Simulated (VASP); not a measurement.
# PbSe (Fm-3m) in VASP: settings compared

PbSe is run at these levels: BLYP, RPBE; tasks: single point.

All numbers are computed with VASP 6.6.1; they aren't measurements. Logs are shortened: lines on timing, memory, paths and dates and some standing lists are left out, and cuts for length are marked.

**1. The cell of the first run**

Symmetry: Fm-3m, No. 225, cubic system. The conventional cell has a = 6.121 Å, b = 6.121 Å, c = 6.121 Å, α = 90.00°, β = 90.00°, γ = 90.00°. Pb (site symmetry m-3m) has 6 Se at 3.06 Å within 4.0 Å. Se (site symmetry m-3m) has 6 Pb at 3.06 Å within 4.0 Å.

**2. Single point, BLYP**

INCAR

```
SYSTEM = PbSe
  AGGAC = 1.0
  AGGAX = 1.0
  ALDAC = 0.0
  ALDAX = 1.0
  ALGO = Normal
  EDIFF = 1E-6
  ENCUT = 500
  GGA = B5
  GGA_COMPAT = .False.
  ISIF = 2
  ISMEAR = 0
  LASPH = .True.
  LCHARG = .True.
  LELF = .True.
  LREAL = .False.
  LVHAR = .True.
  LWAVE = .False.
  NBANDS = 17
  NELM = 120
  PREC = Accurate
  SIGMA = 0.01
```

KPOINTS

```
k-points
0
Gamma
  5 5 5
  0 0 0
```

POSCAR

```
PbSe
1.0
    0.0000000000      3.0606500000      3.0606500000
    3.0606500000      0.0000000000      3.0606500000
    3.0606500000      3.0606500000      0.0000000000
Pb Se
1 1
Direct
    0.0000000000      0.0000000000      0.0000000000
    0.5000000000      0.5000000000      0.5000000000
```

Potentials or basis: VASP PAW PBE potentials, release 64 (Pb_d, Se).

Launch:

```
> cat potpaw_PBE.64/Pb_d/POTCAR potpaw_PBE.64/Se/POTCAR > POTCAR
> mpirun -np 1 vasp_std > vasp.out
```

OUTCAR:

```text
SYSTEM = PbSe
   EDIFF = 1E-6
   ENCUT = 500
   GGA = B5
   ISIF = 2
   ISMEAR = 0
   LASPH = .True.
   LREAL = .False.
   NELM = 120
   PREC = Accurate

 ion  position               nearest neighbor table
   1  0.000  0.000  0.000-   2 3.06   2 3.06   2 3.06   2 3.06   2 3.06   2 3.06
   2  0.500  0.500  0.500-   1 3.06   1 3.06   1 3.06   1 3.06   1 3.06   1 3.06

  LATTYP: Found a face centered cubic cell.
 ALAT       =     6.1213000000

  Lattice vectors:

 A1 = (   0.0000000000,   3.0606500000,   3.0606500000)
 A2 = (   3.0606500000,   0.0000000000,   3.0606500000)
 A3 = (   3.0606500000,   3.0606500000,   0.0000000000)

Analysis of symmetry for initial positions (statically):
=====================================================================
 Subroutine PRICEL returns:
 Original cell was already a primitive cell.

 Routine SETGRP: Setting up the symmetry group for a
 face centered cubic supercell.

 Subroutine GETGRP returns: Found 48 space group operations
 (whereof 48 operations were pure point group operations)
 out of a pool of 48 trial point group operations.

The static configuration has the point symmetry O_h .

Analysis of symmetry for dynamics (positions and initial velocities):
=====================================================================
 Subroutine PRICEL returns:
 Original cell was already a primitive cell.

 Routine SETGRP: Setting up the symmetry group for a
 face centered cubic supercell.

 Subroutine GETGRP returns: Found 48 space group operations
 (whereof 48 operations were pure point group operations)
 out of a pool of 48 trial point group operations.

The dynamic configuration has the point symmetry O_h .

 Subroutine INISYM returns: Found 48 space group operations
 (whereof 48 operations are pure point group operations),
 and found     1 'primitive' translations

----------------------------------------------------------------------------------------

                                     Primitive cell

  volume of cell :      57.3418

  direct lattice vectors                    reciprocal lattice vectors
     0.000000000  3.060650000  3.060650000    -0.163363991  0.163363991  0.163363991
     3.060650000  0.000000000  3.060650000     0.163363991 -0.163363991  0.163363991
     3.060650000  3.060650000  0.000000000     0.163363991  0.163363991 -0.163363991

  length of vectors
     4.328412740  4.328412740  4.328412740     0.282954733  0.282954733  0.282954733

  position of ions in fractional coordinates (direct lattice)
     0.000000000  0.000000000  0.000000000
     0.500000000  0.500000000  0.500000000

  ion indices of the primitive-cell ions
[... 60 lines left out ...]
   EDIFF  = 0.1E-05   stopping-criterion for ELM
   LREAL  =      F    real-space projection
   EDIFFG = 0.1E-04   stopping-criterion for IOM
   NSW    =      0    number of steps for IOM
   IBRION =     -1    ionic relax: 0-MD 1-quasi-New 2-CG
   NFREE  =      0    steps in history (QN), initial steepest desc. (CG)
   ISIF   =      2    stress and relaxation
   ISYM   =      2    0-nonsym 1-usesym 2-fastsym
   POTIM  = 0.5000    time-step for ionic-motion
   TEBEG  =    0.0;   TEEND  =   0.0 temperature during run
   PSTRESS=    0.0 pullay stress
   NELECT =      20.0000    total number of electrons
   NUPDOWN=      -1.0000    fix difference up-down
   EMIN   =  10.00;   EMAX   =-10.00  energy-range for DOS
   EFERMI =   0.00;   METHOD = LEGACY
   ISMEAR =     0;   SIGMA  =   0.01  broadening in eV -4-tet -1-fermi 0-gaus
   EFERMI_NEDOS =   21; number of points for ismear=-14 and -15
   IALGO  =     38    algorithm
   IMIX   =      4    mixing-type and parameters
     AMIX     =   0.40;   BMIX     =  1.00
     AMIX_MAG =   1.60;   BMIX_MAG =  1.00
  volume/ion in A,a.u.               =      28.67       193.48
  Fermi-wavevector in a.u.,A,eV,Ry     =   1.152377  2.177676 18.068159  1.327972
  Thomas-Fermi vector in A             =   2.289028
   LORBIT       =      0    0 simple, 1 ext, 2 COOP (PROOUT), +10 PAW based schemes
   GGA     = B5    functional components
   LHFCALC =     F    Hartree Fock is set to
   AEXX    =    0.0000 exact exchange contribution
   IVDW    =     0    specifies the selected vdW correction
   LEPSILON=     F    determine dielectric tensor
   LRPA    =     F    only Hartree local field effects (RPA)
 non-spin polarized calculation
 Gauss-broadening in eV      SIGMA  =   0.01
  energy-cutoff  :      500.00
  volume of cell :       57.34
 maximum number of plane-waves:      1476
   NGX = 15   NGY = 15   NGZ = 15

 number of electron      20.0000000 magnetization

 Free energy of the ion-electron system (eV)
  ---------------------------------------------------
  ext. energy  EPLUGINS =         0.00000000
  ---------------------------------------------------
  free energy    TOTEN  =        -7.03836466 eV

  energy without entropy =       -7.03836466  energy(sigma->0) =       -7.03836466

 E-fermi :   5.1889     XC(G=0):  -8.9506

 val. band max:        5.1412844284   @ k =   0.4000   0.0000   0.0000
 cond. band min:       6.3820636829   @ k =   0.4000   0.0000   0.0000
 fundamental gap:      1.2407792546
 Fermi energy:         5.1888532726

 k-point     1 :       0.0000    0.0000    0.0000
  band No.  band energies     occupation
      1     -11.3462      2.00000
      2     -11.3462      2.00000
      3     -11.3460      2.00000
      4     -11.3460      2.00000
      5     -11.3460      2.00000
      6      -8.0938      2.00000
[... 177 lines left out ...]
      4     -11.3226      2.00000
      5     -11.3064      2.00000
      6      -6.7598      2.00000
[... 9 lines left out ...]
     16      17.0108      0.00000
     17      17.0531      0.00000

------------------------ aborting loop because EDIFF is reached ----------------------------------------

  FORCE on cell =-STRESS in cart. coord.  units (eV):
  Direction    XX          YY          ZZ          XY          YZ          ZX
  --------------------------------------------------------------------------------------
  -------------------------------------------------------------------------------------
  Total        2.1223887      2.1223887      2.1223887     -0.0000000     -0.0000000      0.0000000
  in kB       59.3013409     59.3013409     59.3013409     -0.0000000     -0.0000000      0.0000000
  external PRESSURE =      59.3013409 kB  Pullay stress =       0.0000000 kB

 VOLUME and BASIS-vectors are now :
 -----------------------------------------------------------------------------
  energy-cutoff  :      500.00
  volume of cell :       57.34
      direct lattice vectors                 reciprocal lattice vectors
     0.000000000  3.060650000  3.060650000    -0.163363991  0.163363991  0.163363991
     3.060650000  0.000000000  3.060650000     0.163363991 -0.163363991  0.163363991
     3.060650000  3.060650000  0.000000000     0.163363991  0.163363991 -0.163363991

 POSITION                                       TOTAL-FORCE (eV/Angst)
 -----------------------------------------------------------------------------------
      0.00000      0.00000      0.00000         0.000000      0.000000     -0.000000
      3.06065      3.06065      3.06065         0.000000      0.000000      0.000000
 -----------------------------------------------------------------------------------
    total drift:                                0.000000     -0.000000     -0.000000

  FREE ENERGIE OF THE ION-ELECTRON SYSTEM (eV)
  ---------------------------------------------------
  free  energy   TOTEN  =        -7.0383646553 eV

  energy  without entropy=       -7.0383646553  energy(sigma->0) =       -7.03836466
```

OSZICAR:

```text
N       E                     dE             d eps       ncg     rms          rms(c)
DAV:   1     0.157598335763E+03    0.15760E+03   -0.95147E+03   340   0.118E+03
DAV:   2     0.288751342821E+01   -0.15471E+03   -0.14966E+03   374   0.299E+02
DAV:   3    -0.722772398065E+01   -0.10115E+02   -0.10075E+02   424   0.847E+01
DAV:   4    -0.745593771915E+01   -0.22821E+00   -0.22812E+00   439   0.150E+01
DAV:   5    -0.746378673400E+01   -0.78490E-02   -0.78487E-02   478   0.262E+00    0.297E+00
DAV:   6    -0.703797795798E+01    0.42581E+00   -0.11096E+00   523   0.835E+00    0.157E+00
DAV:   7    -0.703493591287E+01    0.30420E-02   -0.16464E-01   396   0.222E+00    0.932E-01
DAV:   8    -0.703927385966E+01   -0.43379E-02   -0.17969E-02   394   0.134E+00    0.241E-01
DAV:   9    -0.703827353791E+01    0.10003E-02   -0.40441E-03   507   0.567E-01    0.676E-02
DAV:  10    -0.703836080990E+01   -0.87272E-04   -0.27536E-04   386   0.996E-02    0.262E-02
DAV:  11    -0.703836436458E+01   -0.35547E-05   -0.26713E-05   485   0.489E-02    0.394E-03
DAV:  12    -0.703836465531E+01   -0.29073E-06   -0.26923E-06   405   0.147E-02
   1 F= -.70383647E+01 E0= -.70383647E+01  d E =-.537541E-13
```

stdout:

```text
POSCAR found type information on POSCAR PbSe
 POSCAR found :  2 types and       2 ions
 scaLAPACK will be used
 -----------------------------------------------------------------------------
|                                                                             |
|                                                                             |
|     You enforced a specific xc type in the INCAR file but a different       |
|     I HOPE YOU KNOW WHAT YOU ARE DOING!                                     |
|                                                                             |
 -----------------------------------------------------------------------------

 LDA part: xc-table for (Slater(with rela. corr.)+VWN5), standard interpolation
 POSCAR, INCAR and KPOINTS ok, starting setup
 FFT: planning ... GRIDC
 FFT: planning ... GRID_SOFT
 FFT: planning ... GRID
 WAVECAR not read
 entering main loop
```

Run time: 14 s. Hardware: 1 thread of Intel Xeon Platinum 8559C (Emerald Rapids), shared host; peak memory 0.17 GiB.

What came out:

```yaml
Free_energy: -7.0384 eV
Pressure: 5.9 GPa
```

Levels at points of the mesh, in eV from the Fermi level:
| k point | band 7 | band 8 | band 9 | band 10 | band 11 | band 12 | band 13 | band 14 |
| --- | --- | --- | --- | --- | --- | --- | --- | --- |
| (0.00, 0.00, 0.00) | -6.09 | -1.56 | -1.56 | -1.56 | 4.93 | 4.93 | 4.93 | 7.04 |

Caveat: this odd mesh misses L, so gap, dielectric constants and Born charges aren't listed; the cell stands under pressure; the PAW data sets were made with another functional, which shifts forces and pressure a little; spin-orbit coupling is left out, which moves the levels of the heavy elements.

**3. Single point, RPBE**

INCAR

```
SYSTEM = PbSe
ALGO = Normal
EDIFF = 1E-6
ENCUT = 500
GGA = RP
GGA_COMPAT = .FALSE.
ISIF = 2
ISMEAR = 0
LASPH = .TRUE.
LCHARG = .FALSE.
LREAL = .FALSE.
LWAVE = .FALSE.
NBANDS = 17
NELM = 120
PREC = Accurate
SIGMA = 0.01
```

KPOINTS

```
k-points
0
G
  5 5 5
  0 0 0
```

POSCAR is that of step 2.

Potentials or basis: VASP PAW PBE potentials, release 64 (Pb_d, Se).

Launch:

```
> cat potpaw_PBE.64/Pb_d/POTCAR potpaw_PBE.64/Se/POTCAR > POTCAR
> mpirun -np 1 vasp_std > vasp.out
```

OUTCAR:

```text
SYSTEM = PbSe
   EDIFF = 1E-6
   ENCUT = 500
   GGA = RP
   ISIF = 2
   ISMEAR = 0
   LASPH = .TRUE.
   LREAL = .FALSE.
   NELM = 120
   PREC = Accurate

 ion  position               nearest neighbor table
   1  0.000  0.000  0.000-   2 3.06   2 3.06   2 3.06   2 3.06   2 3.06   2 3.06
   2  0.500  0.500  0.500-   1 3.06   1 3.06   1 3.06   1 3.06   1 3.06   1 3.06

  LATTYP: Found a face centered cubic cell.
 ALAT       =     6.1213000000

  Lattice vectors:

[... 371 lines left out ...]

  FORCE on cell =-STRESS in cart. coord.  units (eV):
  Direction    XX          YY          ZZ          XY          YZ          ZX
  --------------------------------------------------------------------------------------
  -------------------------------------------------------------------------------------
  Total        1.4538876      1.4538876      1.4538876      0.0000000     -0.0000000      0.0000000
  in kB       40.6228510     40.6228510     40.6228510      0.0000000     -0.0000000      0.0000000
  external PRESSURE =      40.6228510 kB  Pullay stress =       0.0000000 kB

 VOLUME and BASIS-vectors are now :
 -----------------------------------------------------------------------------
  energy-cutoff  :      500.00
  volume of cell :       57.34
      direct lattice vectors                 reciprocal lattice vectors
     0.000000000  3.060650000  3.060650000    -0.163363991  0.163363991  0.163363991
     3.060650000  0.000000000  3.060650000     0.163363991 -0.163363991  0.163363991
     3.060650000  3.060650000  0.000000000     0.163363991  0.163363991 -0.163363991

 POSITION                                       TOTAL-FORCE (eV/Angst)
 -----------------------------------------------------------------------------------
      0.00000      0.00000      0.00000         0.000000      0.000000     -0.000000
      3.06065      3.06065      3.06065         0.000000      0.000000      0.000000
 -----------------------------------------------------------------------------------
    total drift:                                0.000000     -0.000000     -0.000000

  FREE ENERGIE OF THE ION-ELECTRON SYSTEM (eV)
  ---------------------------------------------------
  free  energy   TOTEN  =        -7.4737201207 eV

  energy  without entropy=       -7.4737201207  energy(sigma->0) =       -7.47372012
```

stdout:

```text
POSCAR found type information on POSCAR PbSe
 POSCAR found :  2 types and       2 ions
 scaLAPACK will be used
 -----------------------------------------------------------------------------
|                                                                             |
|                                                                             |
|     You enforced a specific xc type in the INCAR file but a different       |
|     I HOPE YOU KNOW WHAT YOU ARE DOING!                                     |
|                                                                             |
 -----------------------------------------------------------------------------

 LDA part: xc-table for (Slater+PW92), standard interpolation
 POSCAR, INCAR and KPOINTS ok, starting setup
 FFT: planning ... GRIDC
 FFT: planning ... GRID_SOFT
 FFT: planning ... GRID
 WAVECAR not read
 entering main loop
```

Wall time 5.7 s (1 thread of Intel Xeon Platinum 8559C (Emerald Rapids), shared host); peak memory 0.17 GiB.

Results:

| Property | Result |
| --- | --- |
| Free energy | -7.4737 eV |
| Pressure | 4.1 GPa |

Levels at points of the mesh, in eV from the Fermi level:
```tsv
k point	band 6	band 7	band 8	band 9	band 10	band 11	band 12	band 13	band 14	band 15
(0.00, 0.00, 0.00)	-13.26	-5.95	-1.58	-1.58	-1.58	5.07	5.07	5.07	6.86	6.86
```

Caveat: this odd mesh misses L, so gap, dielectric constants and Born charges aren't listed; the cell stands under pressure; the PAW data sets were made with another functional, which shifts forces and pressure a little; spin-orbit coupling is left out, which moves the levels of the heavy elements.
